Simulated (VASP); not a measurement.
# Ga15CuHN16 (a cell with a defect) in VASP: further runs

Ga15CuHN16 (a cell with a defect) is run at these levels: r2SCAN; tasks: single point.

All numbers are computed with VASP 6.6.1; they aren't measurements. Logs are shortened: lines on timing, memory, paths and dates and some standing lists are left out, and cuts for length are marked.

### Step 1. The cell of the first run

The cell holds a defect, 33 atoms: a = 6.437 Å, b = 6.437 Å, c = 10.487 Å, α = 90.00°, β = 90.00°, γ = 120.00°.

### Step 2. Single point, r2SCAN

Contents of POSCAR:

```
Ga15CuHN16
1.0
    6.4372426918      0.0000000000      0.0000000000
   -3.2186213459      5.5748157015      0.0000000000
    0.0000000000      0.0000000000     10.4870679887
Ga N Cu H
15 16 1 1
Direct
    0.3488879893      0.1738251823      0.2432397207
    0.1608548478      0.3433189796      0.5027137174
    0.3357122203      0.1669320907      0.7491065195
    0.1677531295      0.3367691216      0.9996266336
    0.3383568155      0.6691386132      0.2491732704
    0.1566041825      0.8140907043      0.5038912805
    0.3372106793      0.6673635019      0.7500932795
    0.1674744366      0.8361291897      0.9991607364
    0.8395037516      0.1702371062      0.2523874606
    0.8319552005      0.1668945100      0.7491078485
    0.6691700425      0.3371223355      0.9960672847
    0.8379482627      0.6696537266      0.2502053209
    0.6702726663      0.8408949354      0.4978153569
    0.8302011968      0.6625027500      0.7494708092
    0.6685314904      0.8377113306      1.0003925617
    0.2709348519      0.1335038092      0.4253085663
    0.1738923046      0.3379183242      0.1863848696
    0.3326136241      0.1686873416      0.9396507379
    0.1677130628      0.3339256909      0.6901554251
    0.3361186702      0.6693910195      0.4376425342
    0.1731472221      0.8360223243      0.1859336840
    0.3355306427      0.6699863751      0.9379717725
    0.1664945491      0.8318229186      0.6915991551
    0.8352226185      0.1667563351      0.4356535509
    0.6772250723      0.3386728461      0.1845672147
    0.8364650524      0.1686944504      0.9391622068
    0.6648389946      0.3311104418      0.7021044592
    0.8349449764      0.6835922596      0.4319096577
    0.6700192341      0.8366744817      0.1868053744
    0.8354752510      0.6723701188      0.9397080843
    0.6685936722      0.8344435658      0.6884496444
    0.7154304089      0.3692258877      0.5151553019
    0.0904289694      0.0409807704      0.3951221231
```

Contents of INCAR.step1:

```
SYSTEM = Ga15CuHN16
ALGO = Normal ; EDIFF = 1E-4
ENCUT = 520 ; GGA = PE
ISMEAR = -1 ; LASPH = .TRUE.
LCHARG = .FALSE. ; LREAL = Auto
LWAVE = .TRUE. ; NBANDS = 166
NELECT = 288.0 ; NELM = 100
PREC = Accurate ; SIGMA = 0.01
```

Contents of INCAR.step2:

```
SYSTEM = Ga15CuHN16
ALGO = Normal ; EDIFF = 1E-6
ENCUT = 520 ; ISIF = 2
ISMEAR = -1 ; ISTART = 1
LASPH = .TRUE. ; LCHARG = .FALSE.
LMIXTAU = .TRUE. ; LREAL = Auto
LWAVE = .FALSE. ; METAGGA = R2SCAN
NBANDS = 166 ; NELECT = 288.0
NELM = 100 ; PREC = Accurate
SIGMA = 0.01
```

Contents of KPOINTS:

```
Automatic mesh
0
Gamma
  1 1 1
  0.25 0.25 0.25
```

Potentials or basis: VASP PAW PBE potentials, release 64 (Ga_d, N, Cu, H).

Launch:

```console
$ cat potpaw_PBE.64/Ga_d/POTCAR potpaw_PBE.64/N/POTCAR potpaw_PBE.64/Cu/POTCAR potpaw_PBE.64/H/POTCAR > POTCAR
$ cp INCAR.step1 INCAR
$ mpirun -np 1 vasp_std > vasp.out
$ cp INCAR.step2 INCAR
$ mpirun -np 1 vasp_std > vasp.out
```

OUTCAR:

```text
SYSTEM = Ga15CuHN16
   EDIFF = 1E-6
   ENCUT = 520
   ISIF = 2
   ISMEAR = -1
   ISTART = 1
   LASPH = .TRUE.
   LREAL = Auto
   METAGGA = R2SCAN
   NELECT = 288.0
   NELM = 100
   PREC = Accurate

 ion  position               nearest neighbor table
   1  0.349  0.174  0.243-  25 1.93  16 1.96  21 1.98  17 1.98
   2  0.161  0.343  0.503-  20 1.94  24 1.95  19 1.97  16 1.99
   3  0.336  0.167  0.749-  27 1.90  23 1.96  19 1.97  18 2.00
   4  0.168  0.337  1.000-  26 1.95  17 1.96  18 1.96  22 1.97
   5  0.338  0.669  0.249-  17 1.96  29 1.96  21 1.97  20 1.98
   6  0.157  0.814  0.504-  20 1.94  28 1.96  23 1.97  16 1.98  32 2.85
   7  0.337  0.667  0.750-  31 1.96  19 1.96  23 1.97  22 1.97
   8  0.167  0.836  0.999-  30 1.95  18 1.96  21 1.96  22 1.97
   9  0.840  0.170  0.252-  24 1.92  25 1.98  29 1.98  17 1.99
  10  0.832  0.167  0.749-  27 1.91  31 1.96  19 1.97  26 1.99
  11  0.669  0.337  0.996-  30 1.96  26 1.96  18 1.97  25 1.98
  12  0.838  0.670  0.250-  28 1.91  25 1.97  29 1.98  21 1.99
[... 18 lines left out ...]
  31  0.669  0.834  0.688-   7 1.96  10 1.96  14 1.97  13 2.00
  32  0.715  0.369  0.515-  28 1.97  27 1.98  24 2.00   6 2.85
  33  0.090  0.041  0.395-  16 1.06

  LATTYP: Found a hexagonal cell.
 ALAT       =     6.4372426918
 C/A-ratio  =     1.6291242215

  Lattice vectors:

 A1 = (   6.4372426918,   0.0000000000,   0.0000000000)
 A2 = (  -3.2186213459,   5.5748157015,   0.0000000000)
 A3 = (   0.0000000000,   0.0000000000,  10.4870679887)

Analysis of symmetry for initial positions (statically):
=====================================================================
 Subroutine PRICEL returns:
 Original cell was already a primitive cell.

 Routine SETGRP: Setting up the symmetry group for a
 hexagonal supercell.

 Subroutine GETGRP returns: Found  1 space group operations
 (whereof  1 operations were pure point group operations)
 out of a pool of 24 trial point group operations.

The static configuration has the point symmetry C_1 .

Analysis of symmetry for dynamics (positions and initial velocities):
=====================================================================
 Subroutine PRICEL returns:
 Original cell was already a primitive cell.

 Routine SETGRP: Setting up the symmetry group for a
 hexagonal supercell.

 Subroutine GETGRP returns: Found  1 space group operations
 (whereof  1 operations were pure point group operations)
 out of a pool of 24 trial point group operations.

The dynamic configuration has the point symmetry C_1 .

 Subroutine INISYM returns: Found  1 space group operations
 (whereof  1 operations are pure point group operations),
 and found     1 'primitive' translations

----------------------------------------------------------------------------------------

                                     Primitive cell

  volume of cell :     376.3436

  direct lattice vectors                    reciprocal lattice vectors
     6.437242692  0.000000000  0.000000000     0.155346015  0.089689064  0.000000000
    -3.218621346  5.574815702  0.000000000     0.000000000  0.179378127  0.000000000
     0.000000000  0.000000000 10.487067989     0.000000000  0.000000000  0.095355537

  length of vectors
     6.437242692  6.437242692 10.487067989     0.179378127  0.179378127  0.095355537

  position of ions in fractional coordinates (direct lattice)
     0.348887989  0.173825182  0.243239721
     0.160854848  0.343318980  0.502713717
     0.335712220  0.166932091  0.749106520
     0.167753129  0.336769122  0.999626634
     0.338356815  0.669138613  0.249173270
     0.156604182  0.814090704  0.503891280
[... 25 lines left out ...]
     0.715430409  0.369225888  0.515155302
     0.090428969  0.040980770  0.395122123

  ion indices of the primitive-cell ions
   primitive index   ion index
                 1           1
                 2           2
                 3           3
                 4           4
                 5           5
                 6           6
[... 25 lines left out ...]
                32          32
                33          33

----------------------------------------------------------------------------------------

 KPOINTS: Automatic mesh

Automatic generation of k-mesh.
 Grid dimensions read from file:
 generate k-points for:    1    1    1

 Generating k-lattice:

  Cartesian coordinates                     Fractional coordinates (reciprocal lattice)
     0.155346015  0.089689064  0.000000000     1.000000000 -0.000000000  0.000000000
     0.000000000  0.179378127  0.000000000     0.000000000  1.000000000  0.000000000
     0.000000000  0.000000000  0.095355537     0.000000000  0.000000000  1.000000000

  Length of vectors
     0.179378127  0.179378127  0.095355537

  Shift w.r.t. Gamma in fractional coordinates (k-lattice)
     0.250000000  0.250000000  0.250000000

 Subroutine IBZKPT returns following result:
 ===========================================

 Found      6 irreducible k-points:

[... 47 lines left out ...]
   METAGGA = R2SCAN    functional components
   LHFCALC =     F    Hartree Fock is set to
   AEXX    =    0.0000 exact exchange contribution
   IVDW    =     0    specifies the selected vdW correction
   LEPSILON=     F    determine dielectric tensor
   LRPA    =     F    only Hartree local field effects (RPA)
 non-spin polarized calculation
  energy-cutoff  :      520.00
  volume of cell :      376.34
 maximum number of plane-waves:     10144
   NGX = 23   NGY = 23   NGZ = 39

 number of electron     287.9999962 magnetization

 Free energy of the ion-electron system (eV)
  ---------------------------------------------------
  ext. energy  EPLUGINS =         0.00000000
  ---------------------------------------------------
  free energy    TOTEN  =      -346.94479853 eV

  energy without entropy =     -346.94479853  energy(sigma->0) =     -346.94479853

 E-fermi :   6.9290     XC(G=0): -12.4985

 val. band max:        6.6542294968   @ k =  -0.2500  -0.2500   0.2500
 cond. band min:       9.0593401404   @ k =   0.5000  -0.2500   0.2500
 fundamental gap:      2.4051106436
 Fermi energy:         6.9289936470

 k-point     1 :       0.2500    0.2500    0.2500
  band No.  band energies     occupation
      1     -12.2343      2.00000
      2     -11.5690      2.00000
      3     -11.3481      2.00000
      4     -11.3059      2.00000
      5     -11.2439      2.00000
      6     -11.1698      2.00000
[... 148 lines left out ...]
    155      11.1568      0.00000
    156      11.3016      0.00000

 k-point     2 :      -0.2500    0.5000    0.2500
  band No.  band energies     occupation
      1     -12.2235      2.00000
      2     -11.5789      2.00000
      3     -11.3579      2.00000
      4     -11.2888      2.00000
      5     -11.2656      2.00000
      6     -11.1654      2.00000
[... 148 lines left out ...]
    155      11.0693      0.00000
    156      11.3365      0.00000

 k-point     3 :       0.5000    0.2500    0.2500
  band No.  band energies     occupation
      1     -12.2345      2.00000
      2     -11.5760      2.00000
      3     -11.3468      2.00000
      4     -11.2849      2.00000
      5     -11.2556      2.00000
      6     -11.1603      2.00000
[... 148 lines left out ...]
    155      11.1322      0.00000
    156      11.3136      0.00000

 k-point     4 :      -0.2500   -0.2500    0.2500
  band No.  band energies     occupation
      1     -12.2338      2.00000
      2     -11.5761      2.00000
      3     -11.3463      2.00000
      4     -11.2862      2.00000
      5     -11.2541      2.00000
      6     -11.1611      2.00000
[... 148 lines left out ...]
    155      11.1477      0.00000
    156      11.3244      0.00000

 k-point     5 :       0.2500    0.5000    0.2500
  band No.  band energies     occupation
      1     -12.2235      2.00000
      2     -11.5795      2.00000
      3     -11.3545      2.00000
      4     -11.2900      2.00000
      5     -11.2679      2.00000
      6     -11.1662      2.00000
[... 148 lines left out ...]
    155      11.0696      0.00000
    156      11.3241      0.00000

 k-point     6 :       0.5000   -0.2500    0.2500
  band No.  band energies     occupation
      1     -12.2351      2.00000
      2     -11.5695      2.00000
      3     -11.3450      2.00000
      4     -11.3053      2.00000
      5     -11.2478      2.00000
      6     -11.1709      2.00000
[... 148 lines left out ...]
    155      11.1361      0.00000
    156      11.3006      0.00000
 [bands above 156 left out]

------------------------ aborting loop because EDIFF is reached ----------------------------------------

  FORCE on cell =-STRESS in cart. coord.  units (eV):
  Direction    XX          YY          ZZ          XY          YZ          ZX
  --------------------------------------------------------------------------------------
  -------------------------------------------------------------------------------------
  Total       -0.9956389      1.4833246      8.9585219     -2.0774838     -0.7889439     -0.9366451
  in kB       -4.2386540      6.3148394     38.1383994     -8.8443057     -3.3587076     -3.9875045
  external PRESSURE =      13.4048616 kB  Pullay stress =       0.0000000 kB

 VOLUME and BASIS-vectors are now :
 -----------------------------------------------------------------------------
  energy-cutoff  :      520.00
  volume of cell :      376.34
      direct lattice vectors                 reciprocal lattice vectors
     6.437242692  0.000000000  0.000000000     0.155346015  0.089689064  0.000000000
    -3.218621346  5.574815702  0.000000000     0.000000000  0.179378127  0.000000000
     0.000000000  0.000000000 10.487067989     0.000000000  0.000000000  0.095355537

 POSITION                                       TOTAL-FORCE (eV/Angst)
 -----------------------------------------------------------------------------------
      1.68640      0.96904      2.55087        -0.077517     -0.020354     -0.018060
     -0.06955      1.91394      5.27199        -0.036539     -0.069317     -0.074836
      1.62377      0.93062      7.85593        -0.010740      0.056183      0.005037
     -0.00406      1.87743     10.48315         0.059660     -0.038225      0.001754
      0.02438      3.73032      2.61310        -0.073537      0.051067      0.020786
     -1.61215      4.53841      5.28434        -0.061390     -0.025105     -0.062779
[... 25 lines left out ...]
      3.41700      2.05837      5.40247         0.048224      0.016062     -0.065254
      0.45021      0.22846      4.14367         0.328431      0.248276      0.104834
 -----------------------------------------------------------------------------------
    total drift:                               -0.012567     -0.060763      0.063857

  FREE ENERGIE OF THE ION-ELECTRON SYSTEM (eV)
  ---------------------------------------------------
  free  energy   TOTEN  =      -346.9447985263 eV

  energy  without entropy=     -346.9447985263  energy(sigma->0) =     -346.94479853
```

Run time: 61 min. Hardware: 1 thread of Intel Xeon Platinum 8488C (Sapphire Rapids), shared host; peak memory 0.64 GiB.

What came out:

```
Free energy   : -346.9448 eV
Largest force : 0.425 eV/Å
```

Forces on the atoms (eV/Å):
```
Ga  -0.078 -0.020 -0.018
Ga  -0.037 -0.069 -0.075
Ga  -0.011  0.056  0.005
Ga   0.060 -0.038  0.002
Ga  -0.074  0.051  0.021
Ga  -0.061 -0.025 -0.063
Ga  -0.061  0.047  0.015
Ga   0.056 -0.032  0.012
Ga  -0.088  0.029  0.062
Ga  -0.074  0.048  0.023
Ga   0.057 -0.045 -0.017
Ga  -0.038  0.019  0.008
Ga   0.064  0.031 -0.061
Ga  -0.051  0.013  0.009
Ga   0.064 -0.034  0.019
N   -0.312  0.012 -0.082
N    0.012 -0.027  0.007
N    0.004 -0.005  0.000
N    0.000  0.010  0.030
N   -0.041 -0.034 -0.003
N    0.013  0.013 -0.037
N    0.003 -0.009  0.007
N    0.026 -0.019 -0.117
N    0.123 -0.142 -0.099
N   -0.043 -0.004  0.014
N    0.000  0.002  0.023
N   -0.017  0.012  0.105
N    0.118 -0.078  0.153
N    0.002  0.002 -0.011
N    0.005 -0.007 -0.019
N    0.000 -0.020  0.045
Cu   0.048  0.016 -0.065
H    0.328  0.248  0.105
```

Levels at points of the mesh, in eV from the Fermi level:
| k point | band 141 | band 142 | band 143 | band 144 | band 145 | band 146 | band 147 | band 148 |
| --- | --- | --- | --- | --- | --- | --- | --- | --- |
| (0.25, 0.25, 0.25) | -1.31 | -1.21 | -0.42 | -0.28 | 2.14 | 2.91 | 3.10 | 3.17 |

Caveat: the k points lie up to 0.56 Å⁻¹ apart; the cell carries a net charge on a neutralising background, which shifts energy and pressure; the cell is charged against a uniform background, so pressure and absolute levels hang on convention; the PAW data sets were made with another functional, which shifts forces and pressure a little.

### Step 3. Single point, r2SCAN

Contents of POSCAR:

```
Ga15CuHN16
1.0
    6.4372426918      0.0000000000      0.0000000000
   -3.2186213459      5.5748157015      0.0000000000
    0.0000000000      0.0000000000     10.4870679887
Ga N Cu H
15 16 1 1
Direct
    0.3404138320      0.1685994221      0.2417795574
    0.1699726354      0.3457457624      0.5084840428
    0.3421106479      0.1652163354      0.7479892643
    0.1679620751      0.3344067082      0.9994652714
    0.3323546834      0.6651135778      0.2498075314
    0.1652976567      0.8229896866      0.5079279882
    0.3408111563      0.6655284147      0.7549816132
    0.1677385919      0.8336215129      0.9992360190
    0.8331543377      0.1668624944      0.2510300450
    0.8418556518      0.1621027252      0.7509201754
    0.6701596403      0.3345776661      0.9993988250
    0.8319424454      0.6663537148      0.2491789922
    0.6582742143      0.8335235515      0.5045636249
    0.8398788672      0.6657814265      0.7507142250
    0.6682391638      0.8338862357      1.0007987615
    0.2700234511      0.1347131031      0.4277597433
    0.1666172232      0.3325026208      0.1892351470
    0.3377299871      0.1684744022      0.9382774110
    0.1762296128      0.3338382590      0.6929349103
    0.3313104086      0.6671268745      0.4393935718
    0.1655331366      0.8310909627      0.1888854217
    0.3358163445      0.6673494481      0.9414902755
    0.1736799849      0.8309952557      0.6922613195
    0.8309760607      0.1614547731      0.4470632867
    0.6714730239      0.3349981224      0.1889234939
    0.8347817448      0.1663598887      0.9391558150
    0.6790505889      0.3308099897      0.6854760006
    0.8296252951      0.6805087068      0.4415128423
    0.6666041795      0.8339362320      0.1908458141
    0.8347989812      0.6662853479      0.9387029871
    0.6715924852      0.8299042351      0.6915510917
    0.7271014182      0.3716485897      0.4999276290
    0.0913673859      0.0429939867      0.3960656519
```

Contents of INCAR.step1:

```
PREC     = Accurate       # precision mode
ENCUT    = 520            # plane-wave cutoff, eV
ISMEAR   = -1             # smearing method
SIGMA    = 0.01           # smearing width, eV
LREAL    = Auto         
LASPH    = True           # aspherical terms in the spheres
NELM     = 60             # most SCF steps
NELECT   = 286.0        
NBANDS   = 166            # bands
GGA      = PE             # functional
ALGO     = Normal         # electronic algorithm
EDIFF    = 1E-4           # SCF threshold, eV
LWAVE    = True           # write WAVECAR
LCHARG   = False          # write CHGCAR
```

Contents of INCAR.step2:

```
PREC     = Accurate       # precision mode
ENCUT    = 520            # plane-wave cutoff, eV
EDIFF    = 1E-6           # SCF threshold, eV
ISMEAR   = -1             # smearing method
SIGMA    = 0.01           # smearing width, eV
LREAL    = Auto         
LASPH    = True           # aspherical terms in the spheres
NELM     = 60             # most SCF steps
ALGO     = Normal         # electronic algorithm
ISIF     = 2              # what is computed and relaxed
LWAVE    = False          # write WAVECAR
LCHARG   = False          # write CHGCAR
METAGGA  = R2SCAN         # meta-GGA
LMIXTAU  = True         
NELECT   = 286.0        
NBANDS   = 166            # bands
ISTART   = 1
```

KPOINTS is that of step 2.

Potentials or basis: VASP PAW PBE potentials, release 64 (Ga_d, N, Cu, H).

Launch:

```console
$ cat potpaw_PBE.64/Ga_d/POTCAR potpaw_PBE.64/N/POTCAR potpaw_PBE.64/Cu/POTCAR potpaw_PBE.64/H/POTCAR > POTCAR
$ cp INCAR.step1 INCAR
$ mpirun -np 1 vasp_std > vasp.out
$ cp INCAR.step2 INCAR
$ mpirun -np 1 vasp_std > vasp.out
```

Run time: 54 min. Hardware: 1 thread of Intel Xeon Platinum 8488C (Sapphire Rapids), shared host; peak memory 0.65 GiB.

The run converged. Its results:

```yaml
Free_energy: -357.7754 eV
Largest_force: 0.438 eV/Å
```

Forces on the atoms (eV/Å):
```
Ga  -0.095 -0.036 -0.057
Ga  -0.048 -0.080 -0.025
Ga  -0.149 -0.011  0.068
Ga   0.048 -0.023  0.037
Ga  -0.047  0.018  0.016
Ga   0.034 -0.068 -0.040
Ga  -0.006  0.056  0.033
Ga   0.104 -0.037  0.032
Ga  -0.046  0.030 -0.056
Ga   0.037 -0.046  0.063
Ga   0.027 -0.055  0.015
Ga  -0.018 -0.016 -0.058
Ga   0.049 -0.052  0.041
Ga  -0.083  0.112  0.023
Ga   0.009 -0.028  0.007
N   -0.277 -0.042 -0.120
N   -0.027 -0.008 -0.003
N    0.040 -0.024 -0.059
N   -0.033  0.005 -0.090
N   -0.063 -0.056  0.022
N    0.012  0.054 -0.042
N   -0.010  0.006 -0.019
N    0.005  0.008 -0.009
N   -0.054 -0.010 -0.051
N   -0.023  0.008  0.055
N    0.023  0.038 -0.059
N    0.002  0.216 -0.083
N    0.076 -0.017  0.315
N   -0.008  0.010  0.014
N   -0.010 -0.012  0.024
N   -0.038  0.017 -0.035
Cu   0.239 -0.219 -0.074
H    0.331  0.263  0.114
```

Levels at points of the mesh, in eV from the Fermi level:
```
           k point  band 141  band 142  band 143  band 144  band 145  band 146
(0.25, 0.25, 0.25)     -0.76     -0.68     -0.18      0.22      4.50      5.26
```

Caveat: the k points lie up to 0.56 Å⁻¹ apart; the cell carries a net charge on a neutralising background, which shifts energy and pressure; the cell is charged against a uniform background, so pressure and absolute levels hang on convention; the PAW data sets were made with another functional, which shifts forces and pressure a little.
